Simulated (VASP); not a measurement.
# KF (Fm-3m) in VASP: notebook

Runs on KF. Level: PBE. Tasks: single point.

Everything below comes from runs of VASP 6.6.1. Logs are shortened: lines on timing, memory, paths and dates and some standing lists are left out, and cuts for length are marked.

## (1) The cell of the first run

It takes space group Fm-3m (No. 225, cubic). The conventional cell has a = 5.420 Å, b = 5.420 Å, c = 5.420 Å, α = 90.00°, β = 90.00°, γ = 90.00°. K (site symmetry m-3m) has 6 F at 2.71 Å within 3.6 Å. Within 3.6 Å of F (site symmetry m-3m) lie 6 K at 2.71 Å.

## (2) Single point, PBE

Contents of INCAR:

```
PREC = Accurate ; ENCUT = 520
EDIFF = 1E-7 ; ISMEAR = 0
SIGMA = 0.1 ; LREAL = False
LASPH = True ; NELM = 60
ALGO = Normal ; ISIF = 2
LWAVE = False ; LCHARG = False
GGA = PE ; NBANDS = 24
```

Contents of KPOINTS:

```
Automatic mesh
0
Gamma
  6 6 6
```

Contents of POSCAR:

```
KF
1.0
    0.0000000000     -2.7100386135     -2.7100386135
   -2.7100386135      0.0000000000     -2.7100386135
    2.7100386135      2.7100386135     -5.4200772269
K F
2 2
Direct
    1.0000000000      1.0000000000      0.0000000000
    0.5000000000      0.5000000000      0.5000000000
    0.2500000000      0.2500000000      0.2500000000
    0.7500000000      0.7500000000      0.7500000000
```

Potentials or basis: VASP PAW PBE potentials, release 64 (K_sv, F).

The run is started by

```console
$ cat potpaw_PBE.64/K_sv/POTCAR potpaw_PBE.64/F/POTCAR > POTCAR
$ mpirun -np 1 vasp_std > vasp.out
```

OUTCAR:

```text
PREC = Accurate
   ENCUT = 520
   EDIFF = 1E-7
   ISMEAR = 0
   LREAL = False
   LASPH = True
   NELM = 60
   ISIF = 2
   GGA = PE

 ion  position               nearest neighbor table
   1  0.000  0.000  0.000-   3 2.71   4 2.71   4 2.71   4 2.71   3 2.71   3 2.71
   2  0.500  0.500  0.500-   3 2.71   4 2.71   3 2.71   3 2.71   4 2.71   4 2.71
   3  0.250  0.250  0.250-   1 2.71   2 2.71   1 2.71   1 2.71   2 2.71   2 2.71
   4  0.750  0.750  0.750-   1 2.71   2 2.71   2 2.71   2 2.71   1 2.71   1 2.71

  LATTYP: Found a trigonal (rhomboedric) cell.
 ALAT       =     6.6382117863
 COS(alpha) =     0.8333333333

  Lattice vectors:

 A1 = (   2.7100386135,   5.4200772270,  -2.7100386134)
 A2 = (   5.4200772270,   2.7100386135,  -2.7100386134)
 A3 = (   2.7100386135,   2.7100386135,  -5.4200772269)

Analysis of symmetry for initial positions (statically):
=====================================================================
 Subroutine PRICEL returns following result:

  LATTYP: Found a face centered cubic cell.
 ALAT       =     5.4200772270

  Lattice vectors:

 A1 = (   0.0000000000,  -2.7100386135,   2.7100386135)
 A2 = (   2.7100386135,  -2.7100386135,   0.0000000000)
 A3 = (   2.7100386135,   0.0000000000,   2.7100386135)

   2 primitive cells build up your supercell.

 Routine SETGRP: Setting up the symmetry group for a
 trigonal (rhombohedral) supercell.

 Subroutine GETGRP returns: Found 12 space group operations
 (whereof 12 operations were pure point group operations)
 out of a pool of 12 trial point group operations.

The static configuration has the point symmetry D_3d.

Analysis of symmetry for dynamics (positions and initial velocities):
=====================================================================
 Subroutine PRICEL returns following result:

  LATTYP: Found a face centered cubic cell.
 ALAT       =     5.4200772270

  Lattice vectors:

 A1 = (   0.0000000000,  -2.7100386135,   2.7100386135)
 A2 = (   2.7100386135,  -2.7100386135,   0.0000000000)
 A3 = (   2.7100386135,   0.0000000000,   2.7100386135)

   2 primitive cells build up your supercell.

 Routine SETGRP: Setting up the symmetry group for a
 trigonal (rhombohedral) supercell.

 Subroutine GETGRP returns: Found 12 space group operations
 (whereof 12 operations were pure point group operations)
 out of a pool of 12 trial point group operations.

The dynamic configuration has the point symmetry D_3d.

 Subroutine INISYM returns: Found 12 space group operations
 (whereof 12 operations are pure point group operations),
 and found     2 'primitive' translations

----------------------------------------------------------------------------------------

                                     Primitive cell

  volume of cell :      39.8067

  direct lattice vectors                    reciprocal lattice vectors
     0.000000000 -2.710038614  2.710038613    -0.184499216 -0.184499216  0.184499216
     2.710038614 -2.710038614  0.000000000     0.184499216 -0.184499216 -0.184499216
     2.710038614  0.000000000  2.710038614     0.184499216  0.184499216  0.184499216

  length of vectors
     3.832573362  3.832573362  3.832573362     0.319562016  0.319562016  0.319562016

  position of ions in fractional coordinates (direct lattice)
     0.000000000  0.000000000  0.000000000
     0.500000000  0.500000000  0.500000000

  ion indices of the primitive-cell ions
   primitive index   ion index
                 1           1
                 2           3

----------------------------------------------------------------------------------------

 KPOINTS: Automatic mesh

Automatic generation of k-mesh.
 Grid dimensions read from file:
 generate k-points for:    6    6    6

 Generating k-lattice:

  Cartesian coordinates                     Fractional coordinates (reciprocal lattice)
     0.015374935 -0.046124804 -0.015374935     0.166666667  0.000000000 -0.000000000
    -0.046124804  0.015374935 -0.015374935     0.000000000  0.166666667 -0.000000000
     0.015374935  0.015374935 -0.015374935     0.000000000  0.000000000  0.166666667

  Length of vectors
     0.050992890  0.050992890  0.026630168

  Shift w.r.t. Gamma in fractional coordinates (k-lattice)
     0.000000000  0.000000000  0.000000000

 Subroutine IBZKPT returns following result:
 ===========================================

 Found     32 irreducible k-points:

 Following reciprocal coordinates:
            Coordinates               Weight
  0.000000  0.000000  0.000000      1.000000
  0.166667  0.000000  0.000000      6.000000
  0.333333  0.000000  0.000000      6.000000
  0.500000  0.000000  0.000000      3.000000
  0.166667  0.166667  0.000000      6.000000
  0.333333  0.166667  0.000000     12.000000
[... 16 lines left out ...]
 -0.166667  0.500000  0.166667     12.000000
 -0.333333 -0.333333  0.166667      6.000000
 [... further k-points ...]
   k-points           NKPTS =     32   k-points in BZ     NKDIM =     32   number of bands    NBANDS=     24
   number of dos      NEDOS =    301   number of ions     NIONS =      4
   total plane-waves  NPLWV =  45000
   dimension x,y,z NGX =    30 NGY =   30 NGZ =   50
   dimension x,y,z NGXF=    60 NGYF=   60 NGZF=  100
   ions per type =               2   2
   NGX,Y,Z   is equivalent  to a cutoff of  13.01, 13.01, 12.52 a.u.
   NGXF,Y,Z  is equivalent  to a cutoff of  26.03, 26.03, 25.04 a.u.
 SYSTEM =  unknown system
   PREC   = accura    normal or accurate (medium, high low for compatibility)
   ISTART =      0    job   : 0-new  1-cont  2-samecut
   ICHARG =      2    charge: 1-file 2-atom 10-const
   ISPIN  =      1    spin polarized calculation?
   LNONCOLLINEAR =      F non collinear calculations
   LSORBIT =      F    spin-orbit coupling
   LASPH  =      T    aspherical Exc in radial PAW
   ENCUT  =  520.0 eV  38.22 Ry    6.18 a.u.   7.13  7.13 12.34*2*pi/ulx,y,z
   NELM   =     60;   NELMIN=  2; NELMDL= -5     # of ELM steps
   EDIFF  = 0.1E-06   stopping-criterion for ELM
   LREAL  =      F    real-space projection
   EDIFFG = 0.1E-05   stopping-criterion for IOM
   NSW    =      0    number of steps for IOM
   IBRION =     -1    ionic relax: 0-MD 1-quasi-New 2-CG
   NFREE  =      0    steps in history (QN), initial steepest desc. (CG)
   ISIF   =      2    stress and relaxation
   ISYM   =      2    0-nonsym 1-usesym 2-fastsym
   POTIM  = 0.5000    time-step for ionic-motion
   TEBEG  =    0.0;   TEEND  =   0.0 temperature during run
   PSTRESS=    0.0 pullay stress
   NELECT =      32.0000    total number of electrons
   NUPDOWN=      -1.0000    fix difference up-down
   EMIN   =  10.00;   EMAX   =-10.00  energy-range for DOS
   EFERMI =   0.00;   METHOD = LEGACY
   ISMEAR =     0;   SIGMA  =   0.10  broadening in eV -4-tet -1-fermi 0-gaus
   EFERMI_NEDOS =   21; number of points for ismear=-14 and -15
   IALGO  =     38    algorithm
   IMIX   =      4    mixing-type and parameters
     AMIX     =   0.40;   BMIX     =  1.00
     AMIX_MAG =   1.60;   BMIX_MAG =  1.00
  volume/ion in A,a.u.               =      19.90       134.31
  Fermi-wavevector in a.u.,A,eV,Ry     =   1.208174  2.283117 19.860200  1.459683
  Thomas-Fermi vector in A             =   2.343789
   LORBIT       =      0    0 simple, 1 ext, 2 COOP (PROOUT), +10 PAW based schemes
   GGA     = PE    functional components
   LHFCALC =     F    Hartree Fock is set to
   AEXX    =    0.0000 exact exchange contribution
   IVDW    =     0    specifies the selected vdW correction
   LEPSILON=     F    determine dielectric tensor
   LRPA    =     F    only Hartree local field effects (RPA)
 non-spin polarized calculation
 Gauss-broadening in eV      SIGMA  =   0.10
  energy-cutoff  :      520.00
  volume of cell :       79.61
 maximum number of plane-waves:      2158
 NGX is ok and might be reduce to    30

 number of electron      32.0000003 magnetization

 Free energy of the ion-electron system (eV)
  ---------------------------------------------------
  ext. energy  EPLUGINS =         0.00000000
  ---------------------------------------------------
  free energy    TOTEN  =       -16.59861149 eV

  energy without entropy =      -16.59861149  energy(sigma->0) =      -16.59861149

 E-fermi :  -2.3650     XC(G=0):  -8.2127

 val. band max:       -2.9139894963   @ k =   0.0000   0.0000   0.0000
 cond. band min:       3.0341332236   @ k =   0.0000   0.0000   0.0000
 fundamental gap:      5.9481227200
 Fermi energy:        -2.3650433596

 k-point     1 :       0.0000    0.0000    0.0000
  band No.  band energies     occupation
      1     -29.1726      2.00000
      2     -29.0953      2.00000
      3     -21.6155      2.00000
      4     -21.5479      2.00000
      5     -12.7025      2.00000
      6     -12.4862      2.00000
[... 16 lines left out ...]
     23       8.9546      0.00000
     24       8.9546      0.00000

 k-point     2 :       0.1667    0.0000    0.0000
  band No.  band energies     occupation
      1     -29.1549      2.00000
      2     -29.0895      2.00000
      3     -21.6031      2.00000
      4     -21.5618      2.00000
      5     -12.7210      2.00000
      6     -12.5832      2.00000
[... 16 lines left out ...]
     23       8.6883      0.00000
     24       9.2861      0.00000

 k-point     3 :       0.3333    0.0000    0.0000
  band No.  band energies     occupation
      1     -29.1164      2.00000
      2     -29.0806      2.00000
      3     -21.5858      2.00000
      4     -21.5830      2.00000
      5     -12.7955      2.00000
      6     -12.6597      2.00000
[... 16 lines left out ...]
     23       8.9771      0.00000
     24       9.8813      0.00000

 k-point     4 :       0.5000    0.0000    0.0000
  band No.  band energies     occupation
      1     -29.0866      2.00000
      2     -29.0866      2.00000
      3     -21.5857      2.00000
      4     -21.5857      2.00000
      5     -12.7699      2.00000
      6     -12.7699      2.00000
[... 16 lines left out ...]
     23       9.6881      0.00000
     24       9.6881      0.00000

 k-point     5 :       0.1667    0.1667    0.0000
  band No.  band energies     occupation
      1     -29.1535      2.00000
      2     -29.0910      2.00000
      3     -21.6007      2.00000
      4     -21.5645      2.00000
      5     -12.7209      2.00000
      6     -12.5691      2.00000
[... 16 lines left out ...]
     23       8.7241      0.00000
     24       9.2965      0.00000

 k-point     6 :       0.3333    0.1667    0.0000
  band No.  band energies     occupation
      1     -29.1251      2.00000
      2     -29.0838      2.00000
      3     -21.5857      2.00000
      4     -21.5822      2.00000
      5     -12.7470      2.00000
      6     -12.7011      2.00000
[... 16 lines left out ...]
     23       8.6582      0.00000
     24       9.7828      0.00000
[... 379 lines left out ...]
 k-point    21 :       0.5000    0.5000    0.1667
  band No.  band energies     occupation
      1     -29.0941      2.00000
      2     -29.0790      2.00000
      3     -21.6116      2.00000
      4     -21.5598      2.00000
      5     -12.9131      2.00000
      6     -12.7056      2.00000
[... 16 lines left out ...]
     23       9.0421      0.00000
     24      10.4252      0.00000

 k-point    22 :      -0.3333    0.5000    0.1667
  band No.  band energies     occupation
      1     -29.0910      2.00000
      2     -29.0822      2.00000
      3     -21.6007      2.00000
      4     -21.5707      2.00000
      5     -12.8483      2.00000
      6     -12.7209      2.00000
[... 16 lines left out ...]
     23       9.2965      0.00000
     24      10.1373      0.00000

 k-point    23 :      -0.1667    0.5000    0.1667
  band No.  band energies     occupation
      1     -29.0875      2.00000
      2     -29.0857      2.00000
      3     -21.5945      2.00000
      4     -21.5767      2.00000
      5     -12.7872      2.00000
      6     -12.7429      2.00000
[... 16 lines left out ...]
     23       9.5884      0.00000
     24       9.9869      0.00000

 k-point    24 :      -0.3333   -0.3333    0.1667
  band No.  band energies     occupation
      1     -29.1070      2.00000
      2     -29.0901      2.00000
      3     -21.6015      2.00000
      4     -21.5677      2.00000
      5     -12.8116      2.00000
      6     -12.6617      2.00000
[... 16 lines left out ...]
     23       8.8468      0.00000
     24      10.0659      0.00000

 [... further k-points ...]

------------------------ aborting loop because EDIFF is reached ----------------------------------------

  FORCE on cell =-STRESS in cart. coord.  units (eV):
  Direction    XX          YY          ZZ          XY          YZ          ZX
  --------------------------------------------------------------------------------------
  -------------------------------------------------------------------------------------
  Total        0.0113267      0.0113267      0.0113267      0.0003609     -0.0003609     -0.0003609
  in kB        0.2279444      0.2279444      0.2279444      0.0072631     -0.0072631     -0.0072631
  external PRESSURE =       0.2279444 kB  Pullay stress =       0.0000000 kB

 VOLUME and BASIS-vectors are now :
 -----------------------------------------------------------------------------
  energy-cutoff  :      520.00
  volume of cell :       79.61
      direct lattice vectors                 reciprocal lattice vectors
     0.000000000 -2.710038614 -2.710038614     0.092249608 -0.276748824 -0.092249608
    -2.710038614  0.000000000 -2.710038614    -0.276748824  0.092249608 -0.092249608
     2.710038614  2.710038614 -5.420077227     0.092249608  0.092249608 -0.092249608

 POSITION                                       TOTAL-FORCE (eV/Angst)
 -----------------------------------------------------------------------------------
      0.00000      0.00000      0.00000         0.000000      0.000000      0.000000
      0.00000      0.00000     -5.42008         0.000000      0.000000     -0.000000
      0.00000      0.00000     -2.71004        -0.000000     -0.000000      0.000000
      0.00000      0.00000     -8.13012         0.000000      0.000000     -0.000000
 -----------------------------------------------------------------------------------
    total drift:                               -0.000000      0.000000     -0.000000

  FREE ENERGIE OF THE ION-ELECTRON SYSTEM (eV)
  ---------------------------------------------------
  free  energy   TOTEN  =       -16.5986114895 eV

  energy  without entropy=      -16.5986114895  energy(sigma->0) =      -16.59861149
```

Wall time 98 s (1 thread of Intel Xeon 8259CL, shared host); peak memory 0.22 GiB.

What came out:

* Free energy: -16.5986 eV
* Pressure: 0.0 GPa
* Band gap on the k mesh: 5.95 eV

Levels at points of the mesh, in eV from the valence-band top:
```csv
k point,band 12,band 13,band 14,band 15,band 16,band 17,band 18,band 19,band 20,band 21
"(0.00, 0.00, 0.00)",-0.31,-0.31,0.00,0.00,0.00,5.95,8.89,10.29,10.56,10.56
"(0.50, 0.00, 0.00)",-0.44,-0.24,-0.24,-0.19,-0.19,8.98,8.98,9.67,9.67,11.44
"(0.50, 0.50, 0.00)",-0.31,-0.31,-0.23,-0.06,-0.06,8.16,8.89,10.07,10.29,11.47
"(0.00, 0.00, 0.50)",-0.41,-0.16,-0.16,-0.16,-0.16,7.42,7.42,9.96,9.96,11.25
```

A k mesh can miss the band edges.

## (3) Single point, PBE

This run uses another cell than the first one: it holds 2 atoms, not 4.

Contents of INCAR:

```
PREC = Accurate ; ENCUT = 520
EDIFF = 1E-6 ; ISMEAR = 0
SIGMA = 0.15 ; LREAL = F
LASPH = T ; NELM = 60
ALGO = Normal ; ISIF = 2
LWAVE = F ; LCHARG = F
GGA = PE ; NBANDS = 15
```

Contents of KPOINTS:

```
Automatic mesh
0
Gamma
  5 5 5
```

Contents of POSCAR:

```
KF
1.0
    0.0000000000      2.6896053000      2.6896053000
    2.6896053000      0.0000000000      2.6896053000
    2.6896053000      2.6896053000      0.0000000000
K F
1 1
Direct
    0.0000000000      0.0000000000      0.0000000000
    0.5000000000      0.5000000000      0.5000000000
```

Potentials or basis: VASP PAW PBE potentials, release 64 (K_sv, F).

The run is started by

```console
$ cat potpaw_PBE.64/K_sv/POTCAR potpaw_PBE.64/F/POTCAR > POTCAR
$ mpirun -np 1 vasp_std > vasp.out
```

Wall time 14 s (1 thread of Intel Xeon 8259CL, shared host); peak memory 0.15 GiB.

The run converged. Its results:

| Property | Result |
| --- | --- |
| Free energy | -8.2961 eV |
| Pressure | 0.7 GPa |
| Band gap on the k mesh | 6.06 eV |

Levels at points of the mesh, in eV from the valence-band top:
| k point | band 4 | band 5 | band 6 | band 7 | band 8 | band 9 | band 10 | band 11 | band 12 | band 13 |
| --- | --- | --- | --- | --- | --- | --- | --- | --- | --- | --- |
| (0.00, 0.00, 0.00) | -9.46 | -9.46 | 0.00 | 0.00 | 0.00 | 6.06 | 10.62 | 10.62 | 10.62 | 12.27 |

## (4) Single point, PBE (17.51 Å³/atom)

Contents of INCAR:

```
ALGO     = Normal         # electronic algorithm
EDIFF    = 1E-6           # SCF threshold, eV
ENCUT    = 520            # plane-wave cutoff, eV
GGA      = PE             # functional
ISIF     = 2              # what is computed and relaxed
ISMEAR   = 0              # smearing method
LASPH    = T              # aspherical terms in the spheres
LCHARG   = F              # write CHGCAR
LREAL    = F              # projectors in reciprocal space
LWAVE    = F              # write WAVECAR
NBANDS   = 15             # bands
NELM     = 80             # most SCF steps
PREC     = Accurate       # precision mode
SIGMA    = 0.02           # smearing width, eV
```

Contents of KPOINTS:

```
k-points
0
Gamma
  8 8 8
```

Contents of POSCAR:

```
KF
1.0
    0.0000000000      2.5969865652      2.5969865652
    2.5969865652      0.0000000000      2.5969865652
    2.5969865652      2.5969865652      0.0000000000
K F
1 1
Direct
    0.0000000000      0.0000000000      0.0000000000
    0.5000000000      0.5000000000      0.5000000000
```

The run is started by

```console
$ cat potpaw_PBE.64/K_sv/POTCAR potpaw_PBE.64/F/POTCAR > POTCAR
$ mpirun -np 1 vasp_std > vasp.out
```

Wall time 27 s (1 thread of Intel Xeon 8259CL, shared host); peak memory 0.16 GiB.

It converged, with:

```yaml
Free_energy: -8.2246 eV
Pressure: 5.2 GPa
Band_gap_on_the_k_mesh: 6.64 eV
```

Levels at points of the mesh, in eV from the valence-band top:
| k point | band 4 | band 5 | band 6 | band 7 | band 8 | band 9 | band 10 | band 11 | band 12 | band 13 |
| --- | --- | --- | --- | --- | --- | --- | --- | --- | --- | --- |
| (0.00, 0.00, 0.00) | -9.09 | -9.09 | 0.00 | 0.00 | 0.00 | 6.64 | 10.91 | 10.91 | 10.91 | 12.70 |
| (0.50, 0.00, 0.00) | -9.13 | -9.13 | -0.89 | -0.42 | -0.42 | 9.42 | 11.26 | 12.48 | 12.48 | 14.87 |
| (0.50, 0.50, 0.00) | -9.37 | -9.37 | -0.16 | -0.03 | -0.03 | 8.26 | 10.79 | 12.52 | 14.07 | 14.76 |

Caveat: the cell stands under pressure.

(Part 1 of 2 ends here.)
